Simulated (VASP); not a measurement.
# Ti (Im-3m) in VASP: further runs

Ti is run at these levels: PBE; tasks: single point.

Program: VASP 6.6.1. These are calculated values, not measurements. Logs are shortened: lines on timing, memory, paths and dates and some standing lists are left out, and cuts for length are marked.

**1. The cell of the first run**

Symmetry: Im-3m, No. 229, cubic system. The conventional cell has a = 2.962 Å, b = 2.962 Å, c = 2.962 Å, α = 90.00°, β = 90.00°, γ = 90.00°. Ti (site symmetry m-3m) has 14 Ti at 2.56 to 2.96 Å within 3.4 Å.

**2. Single point, PBE (volume scaled by 0.75)**

File INCAR:

```
PREC = Accurate
ENCUT = 520
EDIFF = 1E-7
ISMEAR = -1
SIGMA = 0.1
LREAL = False
LASPH = True
NELM = 80
ALGO = Normal
ISIF = 2
LWAVE = False
LCHARG = False
GGA = PE
NBANDS = 12
```

File KPOINTS:

```
regular mesh
0
Gamma
  16 16 16
```

File POSCAR:

```
Ti
1.0
   -1.4808047892      1.4808047892      1.4808047892
    1.4808047892     -1.4808047892      1.4808047892
    1.4808047892      1.4808047892     -1.4808047892
Ti
1
Direct
    0.0000000000      0.0000000000      0.0000000000
```

Potentials or basis: VASP PAW PBE potentials, release 64 (Ti_sv).

The run is started by

```sh
$ cat potpaw_PBE.64/Ti_sv/POTCAR > POTCAR
$ mpirun -np 1 vasp_std > vasp.out
```

OUTCAR:

```text
PREC = Accurate
   ENCUT = 520
   EDIFF = 1E-7
   ISMEAR = -1
   LREAL = False
   LASPH = True
   NELM = 80
   ISIF = 2
   GGA = PE

 ion  position               nearest neighbor table
   1  0.000  0.000  0.000-

  LATTYP: Found a body centered cubic cell.
 ALAT       =     2.9616095784

  Lattice vectors:

 A1 = (  -1.4808047892,   1.4808047892,   1.4808047892)
 A2 = (   1.4808047892,  -1.4808047892,   1.4808047892)
 A3 = (   1.4808047892,   1.4808047892,  -1.4808047892)

Analysis of symmetry for initial positions (statically):
=====================================================================
 Subroutine PRICEL returns:
 Original cell was already a primitive cell.

 Routine SETGRP: Setting up the symmetry group for a
 body centered cubic supercell.

 Subroutine GETGRP returns: Found 48 space group operations
 (whereof 48 operations were pure point group operations)
 out of a pool of 48 trial point group operations.

The static configuration has the point symmetry O_h .

Analysis of symmetry for dynamics (positions and initial velocities):
=====================================================================
 Subroutine PRICEL returns:
 Original cell was already a primitive cell.

 Routine SETGRP: Setting up the symmetry group for a
 body centered cubic supercell.

 Subroutine GETGRP returns: Found 48 space group operations
 (whereof 48 operations were pure point group operations)
 out of a pool of 48 trial point group operations.

The dynamic configuration has the point symmetry O_h .

 Subroutine INISYM returns: Found 48 space group operations
 (whereof 48 operations are pure point group operations),
 and found     1 'primitive' translations

----------------------------------------------------------------------------------------

                                     Primitive cell

  volume of cell :      12.9883

  direct lattice vectors                    reciprocal lattice vectors
    -1.480804789  1.480804789  1.480804789     0.000000000  0.337654229  0.337654229
     1.480804789 -1.480804789  1.480804789     0.337654229  0.000000000  0.337654229
     1.480804789  1.480804789 -1.480804789     0.337654229  0.337654229  0.000000000

  length of vectors
     2.564829131  2.564829131  2.564829131     0.477515191  0.477515191  0.477515191

  position of ions in fractional coordinates (direct lattice)
     0.000000000  0.000000000  0.000000000

  ion indices of the primitive-cell ions
   primitive index   ion index
                 1           1

----------------------------------------------------------------------------------------

 KPOINTS: regular mesh

Automatic generation of k-mesh.
 Grid dimensions read from file:
 generate k-points for:   16   16   16

 Generating k-lattice:

  Cartesian coordinates                     Fractional coordinates (reciprocal lattice)
     0.000000000  0.021103389  0.021103389     0.062500000  0.000000000  0.000000000
     0.021103389  0.000000000  0.021103389     0.000000000  0.062500000  0.000000000
     0.021103389  0.021103389  0.000000000     0.000000000  0.000000000  0.062500000

  Length of vectors
     0.029844699  0.029844699  0.029844699

  Shift w.r.t. Gamma in fractional coordinates (k-lattice)
     0.000000000  0.000000000  0.000000000

 Subroutine IBZKPT returns following result:
 ===========================================

 Found    145 irreducible k-points:

 Following reciprocal coordinates:
            Coordinates               Weight
  0.000000  0.000000  0.000000      1.000000
  0.062500  0.000000  0.000000     12.000000
  0.125000  0.000000  0.000000     12.000000
  0.187500  0.000000  0.000000     12.000000
  0.250000  0.000000  0.000000     12.000000
  0.312500  0.000000  0.000000     12.000000
[... 16 lines left out ...]
  0.187500  0.187500  0.000000     24.000000
  0.250000  0.187500  0.000000     48.000000
 [... further k-points ...]
   k-points           NKPTS =    145   k-points in BZ     NKDIM =    145   number of bands    NBANDS=     12
   number of dos      NEDOS =    301   number of ions     NIONS =      1
   total plane-waves  NPLWV =   8000
   dimension x,y,z NGX =    20 NGY =   20 NGZ =   20
   dimension x,y,z NGXF=    40 NGYF=   40 NGZF=   40
   ions per type =               1
   NGX,Y,Z   is equivalent  to a cutoff of  12.96, 12.96, 12.96 a.u.
   NGXF,Y,Z  is equivalent  to a cutoff of  25.93, 25.93, 25.93 a.u.
 SYSTEM =  unknown system
   PREC   = accura    normal or accurate (medium, high low for compatibility)
   ISTART =      0    job   : 0-new  1-cont  2-samecut
   ICHARG =      2    charge: 1-file 2-atom 10-const
   ISPIN  =      1    spin polarized calculation?
   LNONCOLLINEAR =      F non collinear calculations
   LSORBIT =      F    spin-orbit coupling
   LASPH  =      T    aspherical Exc in radial PAW
   ENCUT  =  520.0 eV  38.22 Ry    6.18 a.u.   4.77  4.77  4.77*2*pi/ulx,y,z
   NELM   =     80;   NELMIN=  2; NELMDL= -5     # of ELM steps
   EDIFF  = 0.1E-06   stopping-criterion for ELM
   LREAL  =      F    real-space projection
   EDIFFG = 0.1E-05   stopping-criterion for IOM
   NSW    =      0    number of steps for IOM
   IBRION =     -1    ionic relax: 0-MD 1-quasi-New 2-CG
   NFREE  =      0    steps in history (QN), initial steepest desc. (CG)
   ISIF   =      2    stress and relaxation
   ISYM   =      2    0-nonsym 1-usesym 2-fastsym
   POTIM  = 0.5000    time-step for ionic-motion
   TEBEG  =    0.0;   TEEND  =   0.0 temperature during run
   PSTRESS=    0.0 pullay stress
   NELECT =      12.0000    total number of electrons
   NUPDOWN=      -1.0000    fix difference up-down
   EMIN   =  10.00;   EMAX   =-10.00  energy-range for DOS
   EFERMI =   0.00;   METHOD = LEGACY
   ISMEAR =    -1;   SIGMA  =   0.10  broadening in eV -4-tet -1-fermi 0-gaus
   EFERMI_NEDOS =   21; number of points for ismear=-14 and -15
   IALGO  =     38    algorithm
   IMIX   =      4    mixing-type and parameters
     AMIX     =   0.40;   BMIX     =  1.00
     AMIX_MAG =   1.60;   BMIX_MAG =  1.00
  volume/ion in A,a.u.               =      12.99        87.65
  Fermi-wavevector in a.u.,A,eV,Ry     =   1.594474  3.013119 34.590735  2.542347
  Thomas-Fermi vector in A             =   2.692543
   LORBIT       =      0    0 simple, 1 ext, 2 COOP (PROOUT), +10 PAW based schemes
   GGA     = PE    functional components
   LHFCALC =     F    Hartree Fock is set to
   AEXX    =    0.0000 exact exchange contribution
   IVDW    =     0    specifies the selected vdW correction
   LEPSILON=     F    determine dielectric tensor
   LRPA    =     F    only Hartree local field effects (RPA)
 non-spin polarized calculation
  energy-cutoff  :      520.00
  volume of cell :       12.99
 maximum number of plane-waves:       370
   NGX =  9   NGY =  9   NGZ =  9

 number of electron      11.9999996 magnetization

 Free energy of the ion-electron system (eV)
  ---------------------------------------------------
  ext. energy  EPLUGINS =         0.00000000
  ---------------------------------------------------
  free energy    TOTEN  =        -7.24492182 eV

  energy without entropy =       -7.19421066  energy(sigma->0) =       -7.21956624

 E-fermi :  11.4772     XC(G=0): -12.9315

 val. band max:       11.4400319294   @ k =  -0.3750  -0.4375   0.0625
 cond. band min:      11.4776622042   @ k =  -0.1875   0.3125   0.0625
 fundamental gap:      0.0376302748
 Fermi energy:        11.4772318595

 k-point     1 :       0.0000    0.0000    0.0000
  band No.  band energies     occupation
      1     -44.6168      2.00000
      2     -19.9130      2.00000
      3     -19.9130      2.00000
      4     -19.9130      2.00000
      5       5.0825      2.00000
      6      12.6748      0.00001
      7      12.6748      0.00001
      8      12.6748      0.00001
      9      15.1588      0.00000
     10      15.1588      0.00000
     11      31.0286      0.00000
     12      31.0286      0.00000

 k-point     2 :       0.0625    0.0000    0.0000
  band No.  band energies     occupation
      1     -44.6019      2.00000
      2     -19.9803      2.00000
      3     -19.9322      2.00000
      4     -19.9139      2.00000
      5       5.2625      2.00000
      6      12.5813      0.00003
      7      12.6495      0.00002
      8      12.8176      0.00000
      9      15.0411      0.00000
     10      15.1631      0.00000
     11      31.0166      0.00000
     12      31.0742      0.00000

 k-point     3 :       0.1250    0.0000    0.0000
  band No.  band energies     occupation
      1     -44.5593      2.00000
      2     -20.1695      2.00000
      3     -19.9866      2.00000
      4     -19.9163      2.00000
      5       5.7760      2.00000
      6      12.3245      0.00042
      7      12.5325      0.00005
      8      13.2355      0.00000
      9      14.8042      0.00000
     10      15.1821      0.00000
     11      30.8240      0.00000
     12      31.0700      0.00000
[... 286 lines left out ...]
 k-point    23 :       0.1875    0.1875    0.0000
  band No.  band energies     occupation
      1     -44.3223      2.00000
      2     -21.0334      2.00000
      3     -20.2947      2.00000
      4     -20.0318      2.00000
      5       8.5604      2.00000
      6      11.0898      1.95931
      7      11.5210      0.78460
      8      14.5399      0.00000
      9      15.7119      0.00000
     10      16.3609      0.00000
     11      28.0862      0.00000
     12      28.2636      0.00000

 k-point    24 :       0.2500    0.1875    0.0000
  band No.  band energies     occupation
      1     -44.2605      2.00000
      2     -21.1971      2.00000
      3     -20.4289      2.00000
      4     -20.0534      2.00000
      5       9.0840      2.00000
      6      10.8315      1.99687
      7      11.5659      0.58347
      8      14.7333      0.00000
      9      15.8239      0.00000
     10      17.4826      0.00000
     11      26.5814      0.00000
     12      27.3831      0.00000

 [... further k-points ...]
[... 5 lines left out ...]
  --------------------------------------------------------------------------------------
  -------------------------------------------------------------------------------------
  Total        3.8034534      3.8034534      3.8034534      0.0000000     -0.0000000      0.0000000
  in kB      469.1754234    469.1754234    469.1754234      0.0000000     -0.0000000      0.0000000
  external PRESSURE =     469.1754234 kB  Pullay stress =       0.0000000 kB

 VOLUME and BASIS-vectors are now :
 -----------------------------------------------------------------------------
  energy-cutoff  :      520.00
  volume of cell :       12.99
      direct lattice vectors                 reciprocal lattice vectors
    -1.480804789  1.480804789  1.480804789     0.000000000  0.337654229  0.337654229
     1.480804789 -1.480804789  1.480804789     0.337654229  0.000000000  0.337654229
     1.480804789  1.480804789 -1.480804789     0.337654229  0.337654229  0.000000000

 POSITION                                       TOTAL-FORCE (eV/Angst)
 -----------------------------------------------------------------------------------
      0.00000      0.00000      0.00000         0.000000     -0.000000     -0.000000
 -----------------------------------------------------------------------------------
    total drift:                                0.000000     -0.000000     -0.000000

  FREE ENERGIE OF THE ION-ELECTRON SYSTEM (eV)
  ---------------------------------------------------
  free  energy   TOTEN  =        -7.2449218209 eV

  energy  without entropy=       -7.1942106635  energy(sigma->0) =       -7.21956624
```

It took 56 s on 1 thread of AMD EPYC 7R13, shared host; peak memory 0.11 GiB.

What came out:

```yaml
Free_energy: -7.2449 eV
Pressure: 46.9 GPa
Band_gap_on_the_k_mesh: zero (band 6 reaches 12.67 eV, above the bottom of band 7 at 10.65 eV)
```

**3. Single point, PBE (volume scaled by 0.85)**

File INCAR:

```
PREC     = Accurate       # precision mode
ENCUT    = 520            # plane-wave cutoff, eV
EDIFF    = 1E-6           # SCF threshold, eV
ISMEAR   = -1             # smearing method
SIGMA    = 0.1            # smearing width, eV
LREAL    = F              # projectors in reciprocal space
LASPH    = T              # aspherical terms in the spheres
NELM     = 60             # most SCF steps
ALGO     = Normal         # electronic algorithm
ISIF     = 2              # what is computed and relaxed
LWAVE    = F              # write WAVECAR
LCHARG   = F              # write CHGCAR
GGA      = PE             # functional
NBANDS   = 12             # bands
```

File KPOINTS:

```
Automatic mesh
0
Gamma
  16 16 16
```

File POSCAR:

```
Ti
1.0
   -1.5438924063      1.5438924063      1.5438924063
    1.5438924063     -1.5438924063      1.5438924063
    1.5438924063      1.5438924063     -1.5438924063
Ti
1
Direct
    0.0000000000      0.0000000000      0.0000000000
```

Potentials or basis: VASP PAW PBE potentials, release 64 (Ti_sv).

The run is started by

```sh
$ cat potpaw_PBE.64/Ti_sv/POTCAR > POTCAR
$ mpirun -np 1 vasp_std > vasp.out
```

Run time: 57 s. Hardware: 1 thread of AMD EPYC 7R13, shared host; peak memory 0.11 GiB.

The run converged. Its results:

- Free energy: -7.6070 eV
- Pressure: 21.8 GPa
- Band gap on the k mesh: zero (band 6 reaches 11.05 eV, above the bottom of band 7 at 9.15 eV)

Levels at points of the mesh, in eV from the Fermi level:
```
           k point  band 4  band 5  band 6  band 7  band 8  band 9
(0.00, 0.00, 0.00)  -31.84   -6.26    1.13    1.13    1.13    3.27
(0.50, 0.00, 0.00)  -31.85   -2.89   -0.60    1.77    3.31    3.73
(0.50, 0.50, 0.50)  -32.59   -2.73   -2.73    4.78    4.78    4.78
```
